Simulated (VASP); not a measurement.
# Mg12H (a cell with a defect) in VASP: a series of runs

Runs on Mg12H (a cell with a defect). Level: PBE+D3(BJ). Tasks: single point.

Everything below comes from runs of VASP 6.6.1. Logs are shortened: lines on timing, memory, paths and dates and some standing lists are left out, and cuts for length are marked.

## (1) The cell of the first run

The cell holds a defect, 13 atoms: a = 6.420 Å, b = 9.630 Å, c = 5.213 Å, α = 90.00°, β = 90.00°, γ = 120.00°.

## (2) Single point, PBE+D3(BJ)

INCAR reads:

```
PREC = Accurate ; ENCUT = 520
EDIFF = 1E-6 ; ISMEAR = 0
SIGMA = 0.15 ; LREAL = F
LASPH = T ; NELM = 80
ALGO = Normal ; ISIF = 2
LWAVE = F ; LCHARG = T
GGA = PE ; IVDW = 12
LELF = T ; LVHAR = T
NBANDS = 24
```

KPOINTS reads:

```
regular mesh
0
Gamma
  3 2 3
```

POSCAR reads:

```
Mg12H
1.0
    6.4200000000      0.0000000000      0.0000000000
   -4.8150000000      8.3398250000      0.0000000000
    0.0000000000      0.0000000000      5.2130400000
Mg H
12 1
Direct
   -0.0012626773     -0.0008322717      0.0033212866
    0.1613381727      0.2197439395      0.5019825284
   -0.0001966714      0.3328972730      0.0038785430
    0.1690091863      0.5483333283      0.4974561868
    0.0011500947      0.6673770733     -0.0051282937
    0.1714944060      0.8976760304      0.4972020165
    0.5008798234     -0.0006356248      0.0048275095
    0.6697055894      0.2232548045      0.5076527324
    0.4963516561      0.3307793629      0.0030099520
    0.6553631538      0.5492106849      0.4967694474
    0.5001875547      0.6667275392      0.0054394365
    0.6684817770      0.8889848408      0.5052318801
    0.0013651359      0.6671252694      0.6008509430
```

Potentials or basis: VASP PAW PBE potentials, release 64 (Mg, H).

Run with:

```bash
$ cat potpaw_PBE.64/Mg/POTCAR potpaw_PBE.64/H/POTCAR > POTCAR
$ mpirun -np 1 vasp_std > vasp.out
```

OUTCAR:

```text
PREC = Accurate
   ENCUT = 520
   EDIFF = 1E-6
   ISMEAR = 0
   LREAL = F
   LASPH = T
   NELM = 80
   ISIF = 2
   GGA = PE
   IVDW = 12
 IVDW          = 12

 ion  position               nearest neighbor table
   1  0.999  0.999  0.003-   6 3.15  12 3.18   2 3.18   9 3.19   2 3.20  12 3.20   7 3.20   6 3.20
                            11 3.20   5 3.20   3 3.21   7 3.22
   2  0.161  0.220  0.502-   6 3.13   4 3.14  10 3.17   8 3.17  12 3.17   3 3.18   1 3.18   1 3.20
                             9 3.20   3 3.20   9 3.21   8 3.25
   3  1.000  0.333  0.004-   4 3.14   8 3.17   2 3.18   4 3.19   9 3.20   2 3.20   8 3.20   7 3.21
                             1 3.21  11 3.21   5 3.22   9 3.22
   4  0.169  0.548  0.497-  13 2.00  10 3.12   3 3.14   2 3.14  11 3.16   8 3.17   3 3.19  11 3.23
                             5 3.23  12 3.24   5 3.25  10 3.30   6 3.36
   5  0.001  0.667  0.995-  13 2.05   7 3.20   1 3.20  11 3.21  11 3.21   3 3.22   6 3.23   4 3.23
                            10 3.23   9 3.24  10 3.25   6 3.25   4 3.25
   6  0.171  0.898  0.497-  13 2.00   2 3.13   1 3.15   7 3.15   8 3.17  12 3.19   1 3.20   7 3.22
                             5 3.23  12 3.23   5 3.25  10 3.33   4 3.36
   7  0.501  0.999  0.005-   6 3.15   8 3.19  12 3.20   1 3.20  12 3.20  11 3.20   5 3.20   9 3.21
                             3 3.21   8 3.22   6 3.22   1 3.22
   8  0.670  0.223  0.508-   6 3.17   4 3.17   3 3.17   2 3.17   9 3.18  10 3.19   7 3.19   3 3.20
                            12 3.22   7 3.22   9 3.22   2 3.25
   9  0.496  0.331  0.003-  10 3.15   8 3.18   1 3.19   3 3.20   2 3.20   7 3.21  10 3.21   2 3.21
                             3 3.22   8 3.22  11 3.22   5 3.24
  10  0.655  0.549  0.497-  13 2.00   4 3.12   9 3.15  11 3.16   2 3.17   8 3.19   9 3.21  11 3.23
                             5 3.23  12 3.23   5 3.25   4 3.30   6 3.33
  11  0.500  0.667  0.005-  10 3.16   4 3.16  12 3.20  12 3.20   1 3.20   7 3.20   5 3.21   5 3.21
                             3 3.21   9 3.22   4 3.23  10 3.23
  12  0.668  0.889  0.505-   2 3.17   1 3.18   6 3.19   7 3.20   1 3.20  11 3.20  11 3.20   7 3.20
                             8 3.22  10 3.23   6 3.23   4 3.24
  13  0.001  0.667  0.601-   4 2.00   6 2.00  10 2.00   5 2.05

  LATTYP: Found a simple monoclinic cell.
 ALAT       =     6.4200000000
 B/A-ratio  =     0.8120000000
 C/A-ratio  =     1.3228757108
 COS(beta)  =    -0.1889822286

  Lattice vectors:

 A1 = (   6.4200000000,   0.0000000000,   0.0000000000)
 A2 = (   0.0000000000,   0.0000000000,   5.2130400000)
 A3 = (  -1.6050000000,  -8.3398250000,   0.0000000000)

Analysis of symmetry for initial positions (statically):
=====================================================================
 Subroutine PRICEL returns:
 Original cell was already a primitive cell.

 Routine SETGRP: Setting up the symmetry group for a
 simple monoclinic supercell.

 Subroutine GETGRP returns: Found  1 space group operations
 (whereof  1 operations were pure point group operations)
[... 163 lines left out ...]
  volume/ion in A,a.u.               =      21.47       144.89
  Fermi-wavevector in a.u.,A,eV,Ry     =   0.732477  1.384180  7.299827  0.536522
  Thomas-Fermi vector in A             =   1.824949
   LORBIT       =      0    0 simple, 1 ext, 2 COOP (PROOUT), +10 PAW based schemes
   GGA     = PE    functional components
   LHFCALC =     F    Hartree Fock is set to
   AEXX    =    0.0000 exact exchange contribution
   IVDW    =    12    specifies the selected vdW correction
   LEPSILON=     F    determine dielectric tensor
   LRPA    =     F    only Hartree local field effects (RPA)
 non-spin polarized calculation
 Gauss-broadening in eV      SIGMA  =   0.15
  energy-cutoff  :      520.00
  volume of cell :      279.11
 maximum number of plane-waves:      7549
   NGX = 23   NGY = 35   NGZ = 19

 number of electron      25.0000000 magnetization

 Free energy of the ion-electron system (eV)
  ---------------------------------------------------
  ext. energy  EPLUGINS =         0.00000000
  ---------------------------------------------------
  free energy    TOTEN  =       -20.85050778 eV

  energy without entropy =      -20.76804184  energy(sigma->0) =      -20.80927481

 E-fermi :   2.6168     XC(G=0):  -8.4988

 val. band max:        2.5399082107   @ k =  -0.3333   0.0000   0.3333
 cond. band min:       2.6276080102   @ k =   0.0000   0.0000   0.3333
 fundamental gap:      0.0876997995
 Fermi energy:         2.6168016913

 k-point     1 :       0.0000    0.0000    0.0000
  band No.  band energies     occupation
      1      -4.8369      2.00000
      2      -3.0982      2.00000
      3      -2.1492      2.00000
      4      -1.3080      2.00000
      5      -0.5670      2.00000
      6      -0.0343      2.00000
[... 259 lines left out ...]
     23       6.3050      0.00000
     24       6.3540      0.00000

------------------------ aborting loop because EDIFF is reached ----------------------------------------

 Edisp (eV)   -3.46497

 E8    (eV) :    -1.5052

  FORCE on cell =-STRESS in cart. coord.  units (eV):
  Direction    XX          YY          ZZ          XY          YZ          ZX
  --------------------------------------------------------------------------------------
  -------------------------------------------------------------------------------------
  Total      -3.70907    -3.88367    -3.73389     0.33101     0.02611    -0.00261
  in kB     -21.29081   -22.29310   -21.43328     1.90006     0.14989    -0.01499
  external pressure =      -21.67 kB  Pullay stress =        0.00 kB

 VOLUME and BASIS-vectors are now :
 -----------------------------------------------------------------------------
  energy-cutoff  :      520.00
  volume of cell :      279.11
      direct lattice vectors                 reciprocal lattice vectors
     6.420000000  0.000000000  0.000000000     0.155763240  0.089929945  0.000000000
    -4.815000000  8.339825000  0.000000000     0.000000000  0.119906593  0.000000000
     0.000000000  0.000000000  5.213040000     0.000000000  0.000000000  0.191826650

 POSITION                                       TOTAL-FORCE (eV/Angst)
 -----------------------------------------------------------------------------------
      1.60090      8.33288      0.01731         0.002208      0.007882     -0.005455
     -0.02228      1.83263      2.61685         0.011100      0.009801      0.000250
      4.81584      2.77630      0.02022        -0.005478     -0.006680      0.002453
     -1.55519      4.57300      2.59326         0.008948      0.007912      0.002430
     -3.20604      5.56581      5.18631        -0.002557     -0.022284      0.005918
     -3.22132      7.48646      2.59193         0.006947      0.001046      0.026184
     -1.59629      8.33452      0.02517        -0.002248      0.009007     -0.009717
      3.22454      1.86191      2.64641        -0.006622     -0.007785     -0.009812
      1.59387      2.75864      0.01569         0.007899      0.008060      0.001348
      1.56298      4.58032      2.58968        -0.010144      0.003303      0.003953
      0.00091      5.56039      0.02836         0.000283     -0.004354     -0.012378
      0.01119      7.41398      2.63379        -0.011070     -0.009623     -0.005975
     -3.20344      5.56371      3.13226         0.000733      0.003715      0.000801
 -----------------------------------------------------------------------------------
    total drift:                                0.000051      0.000051      0.000383

  FREE ENERGIE OF THE ION-ELECTRON SYSTEM (eV)
  ---------------------------------------------------
  free  energy   TOTEN  =       -24.3154822784 eV

  energy  without entropy=      -24.2330163399  energy(sigma->0) =      -24.27424931
```

Run time: 77 s. Hardware: 1 thread of Intel Xeon Platinum 8488C (Sapphire Rapids), shared host; peak memory 0.37 GiB.

What came out:

```yaml
Free_energy: -24.3155 eV
Pressure: -2.2 GPa
Largest_force: 0.027 eV/Å
Dispersion_energy_per_atom: -0.267 eV
```

Forces on the atoms (eV/Å):
```
Mg   0.002  0.008 -0.005
Mg   0.011  0.010  0.000
Mg  -0.005 -0.007  0.002
Mg   0.009  0.008  0.002
Mg  -0.003 -0.022  0.006
Mg   0.007  0.001  0.026
Mg  -0.002  0.009 -0.010
Mg  -0.007 -0.008 -0.010
Mg   0.008  0.008  0.001
Mg  -0.010  0.003  0.004
Mg   0.000 -0.004 -0.012
Mg  -0.011 -0.010 -0.006
H    0.001  0.004  0.001
```

Stress tensor (GPa, compression positive):
```
-2.13  0.19  0.00
 0.19 -2.23  0.01
 0.00  0.01 -2.14
```

Caveat: the k points lie up to 0.40 Å⁻¹ apart.

## (3) Single point, PBE+D3(BJ)

INCAR reads:

```
SYSTEM = Mg12H
ALGO     = Normal         ! electronic algorithm
EDIFF    = 1E-6           ! SCF threshold, eV
ENCUT    = 520            ! plane-wave cutoff, eV
GGA      = PE             ! functional
ISIF     = 2              ! what is computed and relaxed
ISMEAR   = 0              ! smearing method
IVDW     = 12             ! dispersion correction
LASPH    = .TRUE.         ! aspherical terms in the spheres
LCHARG   = .FALSE.        ! write CHGCAR
LREAL    = .FALSE.        ! projectors in reciprocal space
LWAVE    = .FALSE.        ! write WAVECAR
NBANDS   = 24             ! bands
NELM     = 80             ! most SCF steps
PREC     = Accurate       ! precision mode
SIGMA    = 0.15           ! smearing width, eV
```

KPOINTS reads:

```
k-points
0
G
  3 2 3
  0 0 0
```

POSCAR reads:

```
Mg12H
1.0
    6.4200000000      0.0000000000      0.0000000000
   -4.8150000000      8.3398250000      0.0000000000
    0.0000000000      0.0000000000      5.2130400000
Mg H
12 1
Direct
   -0.0008702744     -0.0006714769      0.0035693185
    0.1616985129      0.2199166050      0.5028046975
   -0.0002646129      0.3326187300      0.0036644645
    0.1703175141      0.5470063221      0.4976295981
    0.0005608782      0.6668263423     -0.0099300984
    0.1735050779      0.9005733334      0.4993834691
    0.5005533201     -0.0007428213      0.0039234305
    0.6698210465      0.2234070859      0.5056634900
    0.4976551100      0.3317027635      0.0031016451
    0.6520191906      0.5486995231      0.4974111075
    0.5002461686      0.6668551199      0.0032656569
    0.6681140152      0.8891057067      0.5040419793
    0.0020074679      0.6676442251      0.5674583353
```

Potentials or basis: VASP PAW PBE potentials, release 64 (Mg, H).

Run with:

```bash
$ cat potpaw_PBE.64/Mg/POTCAR potpaw_PBE.64/H/POTCAR > POTCAR
$ mpirun -np 1 vasp_std > vasp.out
```

OUTCAR:

```text
SYSTEM = Mg12H
   EDIFF = 1E-6
   ENCUT = 520
   GGA = PE
   ISIF = 2
   ISMEAR = 0
   IVDW = 12
   LASPH = .TRUE.
   LREAL = .FALSE.
   NELM = 80
   PREC = Accurate
 IVDW          = 12

 ion  position               nearest neighbor table
   1  0.999  0.999  0.004-   6 3.15   6 3.18   2 3.19  12 3.19  12 3.19   2 3.19   7 3.20   9 3.20
                            11 3.20   5 3.21   3 3.21   7 3.22
   2  0.162  0.220  0.503-   6 3.11   4 3.12  10 3.16   8 3.17  12 3.18   1 3.19   3 3.19   1 3.19
                             3 3.19   9 3.21   9 3.21   8 3.25
   3  1.000  0.333  0.004-   4 3.14   8 3.18   2 3.19   4 3.19   2 3.19   8 3.20   9 3.20   7 3.21
                             1 3.21  11 3.22   5 3.22   9 3.22
   4  0.170  0.547  0.498-  13 1.98  10 3.08   2 3.12   3 3.14  11 3.16   8 3.17   3 3.19  11 3.21
                             5 3.22  12 3.25   5 3.28  10 3.34   6 3.39
   5  0.001  0.667  0.990-  13 2.20   7 3.21   1 3.21  11 3.21  11 3.21   6 3.22   3 3.22  10 3.22
                             4 3.22   9 3.23  10 3.28   4 3.28   6 3.29
   6  0.174  0.901  0.499-  13 1.97   2 3.11   1 3.15   8 3.15   7 3.16   1 3.18  12 3.19   7 3.20
                             5 3.22  12 3.23   5 3.29  10 3.37   4 3.39
   7  0.501  0.999  0.004-   6 3.16  12 3.20  12 3.20   6 3.20  11 3.20   8 3.20   1 3.20   5 3.21
                             3 3.21   9 3.21   8 3.21   1 3.22
   8  0.670  0.223  0.506-   6 3.15   4 3.17   2 3.17   3 3.18  10 3.19   9 3.19   3 3.20   7 3.20
                             9 3.21  12 3.21   7 3.21   2 3.25
   9  0.498  0.332  0.003-  10 3.15   8 3.19  10 3.20   1 3.20   3 3.20   2 3.21   2 3.21   7 3.21
                             8 3.21   3 3.22  11 3.22   5 3.23
  10  0.652  0.549  0.497-  13 1.98   4 3.08   9 3.15   2 3.16  11 3.16   8 3.19   9 3.20  11 3.21
                             5 3.22  12 3.23   5 3.28   4 3.34   6 3.37
  11  0.500  0.667  0.003-  10 3.16   4 3.16  12 3.20   7 3.20  12 3.20   1 3.20   5 3.21  10 3.21
                             4 3.21   5 3.21   3 3.22   9 3.22
  12  0.668  0.889  0.504-   2 3.18   1 3.19   6 3.19   1 3.19  11 3.20   7 3.20   7 3.20  11 3.20
                             8 3.21  10 3.23   6 3.23   4 3.25
  13  0.002  0.668  0.567-   6 1.97   4 1.98  10 1.98   5 2.20

  LATTYP: Found a simple monoclinic cell.
 ALAT       =     6.4200000000
 B/A-ratio  =     0.8120000000
[... 202 lines left out ...]
  ---------------------------------------------------
  ext. energy  EPLUGINS =         0.00000000
  ---------------------------------------------------
  free energy    TOTEN  =       -20.83808039 eV

  energy without entropy =      -20.75635580  energy(sigma->0) =      -20.79721809

 E-fermi :   2.6198     XC(G=0):  -8.4988

 val. band max:        2.5572274324   @ k =   0.0000   0.5000   0.3333
 cond. band min:       2.6399869206   @ k =   0.3333   0.0000   0.0000
 fundamental gap:      0.0827594881
 Fermi energy:         2.6197642333

 k-point     1 :       0.0000    0.0000    0.0000
  band No.  band energies     occupation
      1      -4.8121      2.00000
      2      -3.0775      2.00000
      3      -2.1547      2.00000
      4      -1.3082      2.00000
      5      -0.5668      2.00000
      6      -0.0297      2.00000
[... 259 lines left out ...]
     23       6.3083      0.00000
     24       6.3451      0.00000

------------------------ aborting loop because EDIFF is reached ----------------------------------------

 Edisp (eV)   -3.46483

 E8    (eV) :    -1.5051

  FORCE on cell =-STRESS in cart. coord.  units (eV):
  Direction    XX          YY          ZZ          XY          YZ          ZX
  --------------------------------------------------------------------------------------
  -------------------------------------------------------------------------------------
  Total      -3.74055    -3.89396    -3.68843     0.29885     0.01879    -0.00379
  in kB     -21.47155   -22.35216   -21.17237     1.71543     0.10784    -0.02175
  external pressure =      -21.67 kB  Pullay stress =        0.00 kB

 VOLUME and BASIS-vectors are now :
 -----------------------------------------------------------------------------
  energy-cutoff  :      520.00
  volume of cell :      279.11
      direct lattice vectors                 reciprocal lattice vectors
     6.420000000  0.000000000  0.000000000     0.155763240  0.089929945  0.000000000
    -4.815000000  8.339825000  0.000000000     0.000000000  0.119906593  0.000000000
     0.000000000  0.000000000  5.213040000     0.000000000  0.000000000  0.191826650

 POSITION                                       TOTAL-FORCE (eV/Angst)
 -----------------------------------------------------------------------------------
      1.60265      8.33423      0.01861        -0.002215     -0.001433     -0.005429
     -0.02079      1.83407      2.62114         0.000746      0.000687     -0.007069
      4.81674      2.77398      0.01910        -0.003092      0.000124     -0.005475
     -1.54040      4.56194      2.59416        -0.017793      0.011752     -0.015154
     -3.20717      5.56122      5.16127         0.001441     -0.003227     -0.032668
     -3.22236      7.51062      2.60331         0.003264     -0.012349     -0.014025
     -1.59787      8.33363      0.02045        -0.000152      0.001106     -0.005797
      3.22455      1.86318      2.63604         0.001310      0.001425     -0.001945
      1.59780      2.76634      0.01617        -0.000222     -0.001062     -0.006549
      1.54397      4.57606      2.59302         0.022652      0.007382     -0.017888
      0.00067      5.56146      0.01702        -0.001866      0.000859     -0.006450
      0.00825      7.41499      2.62759        -0.001077     -0.000824     -0.004564
     -3.20182      5.56804      2.95818        -0.002995     -0.004441      0.123013
 -----------------------------------------------------------------------------------
    total drift:                                0.000086      0.000015      0.000231

  FREE ENERGIE OF THE ION-ELECTRON SYSTEM (eV)
  ---------------------------------------------------
  free  energy   TOTEN  =       -24.3029068579 eV

  energy  without entropy=      -24.2211822613  energy(sigma->0) =      -24.26204456
```

OSZICAR:

```text
N       E                     dE             d eps       ncg     rms          rms(c)
DAV:   1     0.193423171710E+02    0.19342E+02   -0.73118E+03   480   0.743E+02
DAV:   2    -0.192641105030E+02   -0.38606E+02   -0.36538E+02   584   0.865E+01
DAV:   3    -0.212916623329E+02   -0.20276E+01   -0.19834E+01   616   0.168E+01
DAV:   4    -0.213179047784E+02   -0.26242E-01   -0.26215E-01   568   0.205E+00
DAV:   5    -0.213181851834E+02   -0.28041E-03   -0.28040E-03   632   0.241E-01    0.392E+00
DAV:   6    -0.209490559678E+02    0.36913E+00   -0.33570E-01   632   0.209E+00    0.212E+00
DAV:   7    -0.208430438872E+02    0.10601E+00   -0.44217E-01   576   0.234E+00    0.556E-01
DAV:   8    -0.208384505309E+02    0.45934E-02   -0.74694E-02   536   0.116E+00    0.248E-01
DAV:   9    -0.208383132615E+02    0.13727E-03   -0.95975E-03   616   0.346E-01    0.699E-02
DAV:  10    -0.208380723014E+02    0.24096E-03   -0.86309E-04   608   0.117E-01    0.387E-02
DAV:  11    -0.208380769147E+02   -0.46133E-05   -0.16040E-04   592   0.571E-02    0.606E-03
DAV:  12    -0.208380802812E+02   -0.33665E-05   -0.31053E-05   552   0.210E-02    0.222E-03
DAV:  13    -0.208380803928E+02   -0.11158E-06   -0.96555E-07   448   0.471E-03
   1 F= -.24302907E+02 E0= -.24262045E+02  d E =-.817246E-01
```

stdout:

```text
POSCAR found type information on POSCAR MgH
 POSCAR found :  2 types and      13 ions
 scaLAPACK will be used
 LDA part: xc-table for (Slater+PW92), standard interpolation
 -----------------------------------------------------------------------------
|                                                                             |
|           W    W    AA    RRRRR   N    N  II  N    N   GGGG   !!!           |
|           W    W   A  A   R    R  NN   N  II  NN   N  G    G  !!!           |
|           W    W  A    A  R    R  N N  N  II  N N  N  G       !!!           |
|           W WW W  AAAAAA  RRRRR   N  N N  II  N  N N  G  GGG   !            |
|           WW  WW  A    A  R   R   N   NN  II  N   NN  G    G                |
|           W    W  A    A  R    R  N    N  II  N    N   GGGG   !!!           |
|                                                                             |
|     Your reciprocal lattice and k-lattice belong to different lattice       |
|     classes:                                                                |
|                                                                             |
|        The reciprocal lattice is simple monoclinic,                         |
|        whereas your k-lattice is hexagonal.                                 |
|                                                                             |
|     Results are often still useful ...                                      |
|                                                                             |
 -----------------------------------------------------------------------------

 POSCAR, INCAR and KPOINTS ok, starting setup
 FFT: planning ... GRIDC
 FFT: planning ... GRID_SOFT
 FFT: planning ... GRID
 WAVECAR not read
 entering main loop
```

Run time: 78 s. Hardware: 1 thread of Intel Xeon Platinum 8488C (Sapphire Rapids), shared host; peak memory 0.38 GiB.

Results:

```
Free energy                : -24.3029 eV
Pressure                   : -2.2 GPa
Largest force              : 0.123 eV/Å
Dispersion energy per atom : -0.267 eV
```

Forces on the atoms (eV/Å):
```
Mg  -0.002 -0.001 -0.005
Mg   0.001  0.001 -0.007
Mg  -0.003  0.000 -0.005
Mg  -0.018  0.012 -0.015
Mg   0.001 -0.003 -0.033
Mg   0.003 -0.012 -0.014
Mg   0.000  0.001 -0.006
Mg   0.001  0.001 -0.002
Mg   0.000 -0.001 -0.007
Mg   0.023  0.007 -0.018
Mg  -0.002  0.001 -0.006
Mg  -0.001 -0.001 -0.005
H   -0.003 -0.004  0.123
```

Caveat: the k points lie up to 0.40 Å⁻¹ apart.

(Continued in part 2 of 3.)
